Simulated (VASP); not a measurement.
# InGa2N3 (P6/mmm) in VASP: further runs

InGa2N3 is run at these levels: PBE; tasks: single point, relaxation of cell and atoms.

Program: VASP 6.6.1. These are calculated values, not measurements. Logs are shortened: lines on timing, memory, paths and dates and some standing lists are left out, and cuts for length are marked.

## 1. The cell of the first run

Symmetry: P6/mmm, No. 191, hexagonal system. The conventional cell has a = 6.283 Å, b = 6.283 Å, c = 3.304 Å, α = 90.00°, β = 90.00°, γ = 120.00°. Within 4.3 Å of In (site symmetry 6/mmm) lie 2 In at 3.30 Å and 12 N at 3.55 Å and 12 Ga at 3.99 Å. Ga (site symmetry -6m2) has 3 N at 1.81 Å within 2.4 Å. N (site symmetry mmm) has 2 Ga at 1.81 Å within 2.4 Å.

The cell was built from a structure type or drawn by symmetry, and may not be a known phase.

## 2. Single point, PBE

INCAR reads:

```
PREC     = Accurate       # precision mode
ENCUT    = 520            # plane-wave cutoff, eV
EDIFF    = 1E-6           # SCF threshold, eV
ISMEAR   = 0              # smearing method
SIGMA    = 0.1            # smearing width, eV
LREAL    = False          # projectors in reciprocal space
LASPH    = True           # aspherical terms in the spheres
NELM     = 100            # most SCF steps
ALGO     = Normal         # electronic algorithm
ISIF     = 2              # what is computed and relaxed
LWAVE    = False          # write WAVECAR
LCHARG   = False          # write CHGCAR
GGA      = PE             # functional
NBANDS   = 36             # bands
```

KPOINTS reads:

```
regular mesh
0
Gamma
  6 6 4
```

POSCAR reads:

```
InGa2N3
1.0
    6.2831622729      0.0000000037      0.0000000000
   -3.1415811397      5.4413781426      0.0000000000
    0.0000000000      0.0000000000      3.3044568380
In Ga N
1 2 3
Direct
    0.0000000000      0.0000000000      0.0000000000
    0.3333333333      0.6666666667      0.5000000000
    0.6666666667      0.3333333333      0.5000000000
    0.5000000000      0.0000000000      0.5000000000
    0.0000000000      0.5000000000      0.5000000000
    0.5000000000      0.5000000000      0.5000000000
```

Potentials or basis: VASP PAW PBE potentials, release 64 (In_d, Ga_d, N).

The run is started by

```
$ cat potpaw_PBE.64/In_d/POTCAR potpaw_PBE.64/Ga_d/POTCAR potpaw_PBE.64/N/POTCAR > POTCAR
$ mpirun -np 1 vasp_std > vasp.out
```

OUTCAR:

```text
PREC = Accurate
   ENCUT = 520
   EDIFF = 1E-6
   ISMEAR = 0
   LREAL = False
   LASPH = True
   NELM = 100
   ISIF = 2
   GGA = PE

 ion  position               nearest neighbor table
   1  0.000  0.000  0.000-
   2  0.333  0.667  0.500-   5 1.81   4 1.81   6 1.81
   3  0.667  0.333  0.500-   5 1.81   4 1.81   6 1.81
   4  0.500  0.000  0.500-   2 1.81   3 1.81
   5  0.000  0.500  0.500-   2 1.81   3 1.81
   6  0.500  0.500  0.500-   2 1.81   3 1.81

  LATTYP: Found a hexagonal cell.
 ALAT       =     6.2831622729
 C/A-ratio  =     0.5259225680

  Lattice vectors:

 A1 = (   6.2831622729,   0.0000000037,   0.0000000000)
 A2 = (  -3.1415811397,   5.4413781426,   0.0000000000)
 A3 = (   0.0000000000,   0.0000000000,   3.3044568380)

Analysis of symmetry for initial positions (statically):
=====================================================================
 Subroutine PRICEL returns:
 Original cell was already a primitive cell.

 Routine SETGRP: Setting up the symmetry group for a
 hexagonal supercell.

 Subroutine GETGRP returns: Found 24 space group operations
 (whereof 24 operations were pure point group operations)
 out of a pool of 24 trial point group operations.

The static configuration has the point symmetry D_6h.

Analysis of symmetry for dynamics (positions and initial velocities):
=====================================================================
 Subroutine PRICEL returns:
 Original cell was already a primitive cell.

 Routine SETGRP: Setting up the symmetry group for a
 hexagonal supercell.

 Subroutine GETGRP returns: Found 24 space group operations
 (whereof 24 operations were pure point group operations)
 out of a pool of 24 trial point group operations.

The dynamic configuration has the point symmetry D_6h.

 Subroutine INISYM returns: Found 24 space group operations
 (whereof 24 operations are pure point group operations),
 and found     1 'primitive' translations

----------------------------------------------------------------------------------------

                                     Primitive cell

  volume of cell :     112.9763

  direct lattice vectors                    reciprocal lattice vectors
     6.283162273  0.000000004  0.000000000     0.159155527  0.091888486  0.000000000
    -3.141581140  5.441378143  0.000000000    -0.000000000  0.183776972  0.000000000
     0.000000000  0.000000000  3.304456838     0.000000000  0.000000000  0.302621595

  length of vectors
     6.283162273  6.283162273  3.304456838     0.183776972  0.183776972  0.302621595

  position of ions in fractional coordinates (direct lattice)
     0.000000000  0.000000000  0.000000000
     0.333333333  0.666666667  0.500000000
     0.666666667  0.333333333  0.500000000
     0.500000000  0.000000000  0.500000000
     1.000000000  0.500000000  0.500000000
     0.500000000  0.500000000  0.500000000

  ion indices of the primitive-cell ions
   primitive index   ion index
                 1           1
                 2           2
                 3           3
                 4           4
                 5           5
                 6           6

----------------------------------------------------------------------------------------

 KPOINTS: regular mesh

Automatic generation of k-mesh.
 Grid dimensions read from file:
 generate k-points for:    6    6    4

 Generating k-lattice:

  Cartesian coordinates                     Fractional coordinates (reciprocal lattice)
     0.026525921  0.015314748  0.000000000     0.166666667 -0.000000000  0.000000000
    -0.000000000  0.030629495  0.000000000    -0.000000000  0.166666667  0.000000000
     0.000000000  0.000000000  0.075655399     0.000000000  0.000000000  0.250000000

  Length of vectors
     0.030629495  0.030629495  0.075655399

  Shift w.r.t. Gamma in fractional coordinates (k-lattice)
     0.000000000  0.000000000  0.000000000

 Subroutine IBZKPT returns following result:
 ===========================================

 Found     21 irreducible k-points:

 Following reciprocal coordinates:
            Coordinates               Weight
  0.000000  0.000000  0.000000      1.000000
  0.166667  0.000000  0.000000      6.000000
  0.333333  0.000000  0.000000      6.000000
  0.500000  0.000000  0.000000      3.000000
  0.166667  0.166667  0.000000      6.000000
  0.333333  0.166667  0.000000     12.000000
[... 13 lines left out ...]
  0.333333  0.166667  0.500000     12.000000
  0.333333  0.333333  0.500000      2.000000
   k-points           NKPTS =     21   k-points in BZ     NKDIM =     21   number of bands    NBANDS=     36
   number of dos      NEDOS =    301   number of ions     NIONS =      6
   total plane-waves  NPLWV =  64512
   dimension x,y,z NGX =    48 NGY =   48 NGZ =   28
   dimension x,y,z NGXF=    96 NGYF=   96 NGZF=   56
   ions per type =               1   2   3
   NGX,Y,Z   is equivalent  to a cutoff of  12.70, 12.70, 14.09 a.u.
   NGXF,Y,Z  is equivalent  to a cutoff of  25.40, 25.40, 28.17 a.u.
 SYSTEM =  unknown system
   PREC   = accura    normal or accurate (medium, high low for compatibility)
   ISTART =      0    job   : 0-new  1-cont  2-samecut
   ICHARG =      2    charge: 1-file 2-atom 10-const
   ISPIN  =      1    spin polarized calculation?
   LNONCOLLINEAR =      F non collinear calculations
   LSORBIT =      F    spin-orbit coupling
   LASPH  =      T    aspherical Exc in radial PAW
   ENCUT  =  520.0 eV  38.22 Ry    6.18 a.u.  11.68 11.68  6.14*2*pi/ulx,y,z
   NELM   =    100;   NELMIN=  2; NELMDL= -5     # of ELM steps
   EDIFF  = 0.1E-05   stopping-criterion for ELM
   LREAL  =      F    real-space projection
   EDIFFG = 0.1E-04   stopping-criterion for IOM
   NSW    =      0    number of steps for IOM
   IBRION =     -1    ionic relax: 0-MD 1-quasi-New 2-CG
   NFREE  =      0    steps in history (QN), initial steepest desc. (CG)
   ISIF   =      2    stress and relaxation
   ISYM   =      2    0-nonsym 1-usesym 2-fastsym
   POTIM  = 0.5000    time-step for ionic-motion
   TEBEG  =    0.0;   TEEND  =   0.0 temperature during run
   PSTRESS=    0.0 pullay stress
   NELECT =      54.0000    total number of electrons
   NUPDOWN=      -1.0000    fix difference up-down
   EMIN   =  10.00;   EMAX   =-10.00  energy-range for DOS
   EFERMI =   0.00;   METHOD = LEGACY
   ISMEAR =     0;   SIGMA  =   0.10  broadening in eV -4-tet -1-fermi 0-gaus
   EFERMI_NEDOS =   21; number of points for ismear=-14 and -15
   IALGO  =     38    algorithm
   IMIX   =      4    mixing-type and parameters
     AMIX     =   0.40;   BMIX     =  1.00
     AMIX_MAG =   1.60;   BMIX_MAG =  1.00
  volume/ion in A,a.u.               =      18.83       127.07
  Fermi-wavevector in a.u.,A,eV,Ry     =   1.280001  2.418851 22.291822  1.638403
  Thomas-Fermi vector in A             =   2.412454
   LORBIT       =      0    0 simple, 1 ext, 2 COOP (PROOUT), +10 PAW based schemes
   GGA     = PE    functional components
   LHFCALC =     F    Hartree Fock is set to
   AEXX    =    0.0000 exact exchange contribution
   IVDW    =     0    specifies the selected vdW correction
   LEPSILON=     F    determine dielectric tensor
   LRPA    =     F    only Hartree local field effects (RPA)
 non-spin polarized calculation
 Gauss-broadening in eV      SIGMA  =   0.10
  energy-cutoff  :      520.00
  volume of cell :      112.98
 maximum number of plane-waves:      3056
 NGX is ok and might be reduce to    48
   NGX = 23   NGY = 23   NGZ = 13

 number of electron      54.0000037 magnetization

 Free energy of the ion-electron system (eV)
  ---------------------------------------------------
  ext. energy  EPLUGINS =         0.00000000
  ---------------------------------------------------
  free energy    TOTEN  =       -27.63837213 eV

  energy without entropy =      -27.61357968  energy(sigma->0) =      -27.62597590

 E-fermi :   2.2135     XC(G=0):  -9.3701

 val. band max:        2.1771807744   @ k =   0.3333   0.0000   0.0000
 cond. band min:       2.2309303603   @ k =   0.3333   0.1667   0.5000
 fundamental gap:      0.0537495859
 Fermi energy:         2.2134878111

 k-point     1 :       0.0000    0.0000    0.0000
  band No.  band energies     occupation
      1     -12.8283      2.00000
      2     -12.3964      2.00000
      3     -12.3964      2.00000
      4     -11.6330      2.00000
      5     -11.5107      2.00000
      6     -11.4334      2.00000
[... 28 lines left out ...]
     35      10.3712      0.00000
     36      11.6483      0.00000

 k-point     2 :       0.1667    0.0000    0.0000
  band No.  band energies     occupation
      1     -12.8005      2.00000
      2     -12.4220      2.00000
      3     -12.3978      2.00000
      4     -11.6210      2.00000
      5     -11.5106      2.00000
      6     -11.4449      2.00000
[... 28 lines left out ...]
     35      10.5641      0.00000
     36      11.5968      0.00000

 k-point     3 :       0.3333    0.0000    0.0000
  band No.  band energies     occupation
      1     -12.7300      2.00000
      2     -12.4878      2.00000
      3     -12.4005      2.00000
      4     -11.5937      2.00000
      5     -11.5104      2.00000
      6     -11.4706      2.00000
[... 28 lines left out ...]
     35      11.0595      0.00000
     36      11.4807      0.00000
[... 625 lines left out ...]
 k-point    20 :       0.3333    0.1667    0.5000
  band No.  band energies     occupation
      1     -12.5651      2.00000
      2     -12.4373      2.00000
      3     -12.3162      2.00000
      4     -11.5163      2.00000
      5     -11.4567      2.00000
      6     -11.3926      2.00000
[... 28 lines left out ...]
     35      10.3422      0.00000
     36      11.1153      0.00000

 k-point    21 :       0.3333    0.3333    0.5000
  band No.  band energies     occupation
      1     -12.5011      2.00000
      2     -12.5011      2.00000
      3     -12.3191      2.00000
      4     -11.4878      2.00000
      5     -11.4878      2.00000
      6     -11.3837      2.00000
[... 28 lines left out ...]
     35       9.4537      0.00000
     36      11.4051      0.00000

------------------------ aborting loop because EDIFF is reached ----------------------------------------

  FORCE on cell =-STRESS in cart. coord.  units (eV):
  Direction    XX          YY          ZZ          XY          YZ          ZX
  --------------------------------------------------------------------------------------
  -------------------------------------------------------------------------------------
  Total       -0.3631447     -0.3631447     -0.1893288      0.0000000      0.0000000      0.0000000
  in kB       -5.1499495     -5.1499495     -2.6849728      0.0000000      0.0000000      0.0000000
  external PRESSURE =      -4.3282906 kB  Pullay stress =       0.0000000 kB

 VOLUME and BASIS-vectors are now :
 -----------------------------------------------------------------------------
  energy-cutoff  :      520.00
  volume of cell :      112.98
      direct lattice vectors                 reciprocal lattice vectors
     6.283162273  0.000000004  0.000000000     0.159155527  0.091888486  0.000000000
    -3.141581140  5.441378143  0.000000000    -0.000000000  0.183776972  0.000000000
     0.000000000  0.000000000  3.304456838     0.000000000  0.000000000  0.302621595

 POSITION                                       TOTAL-FORCE (eV/Angst)
 -----------------------------------------------------------------------------------
      0.00000      0.00000      0.00000        -0.000000     -0.000000     -0.000000
     -0.00000      3.62759      1.65223         0.000000      0.000000     -0.000000
      3.14158      1.81379      1.65223        -0.000000     -0.000000      0.000000
      3.14158      0.00000      1.65223        -0.000000     -0.000000     -0.000000
     -1.57079      2.72069      1.65223        -0.000000     -0.000000     -0.000000
      1.57079      2.72069      1.65223        -0.000000     -0.000000     -0.000000
 -----------------------------------------------------------------------------------
    total drift:                               -0.000000      0.000000     -0.000000

  FREE ENERGIE OF THE ION-ELECTRON SYSTEM (eV)
  ---------------------------------------------------
  free  energy   TOTEN  =       -27.6383721284 eV

  energy  without entropy=      -27.6135796806  energy(sigma->0) =      -27.62597590
```

Wall time 44 s (1 thread of Intel Xeon 6975P-C (Granite Rapids), shared host); peak memory 0.28 GiB.

What came out:

| Item | Value |
| --- | --- |
| Free energy | -27.6384 eV |
| Pressure | -0.4 GPa |
| Band gap on the k mesh | zero (bands 27 and 28 overlap by 0.86 eV) |

Caveat: the k points lie up to 0.48 Å⁻¹ apart, too coarse for converged energies and pressures of a metal; spin-orbit coupling is left out, which moves the levels of the heavy elements.

[end of part 1 of 2]
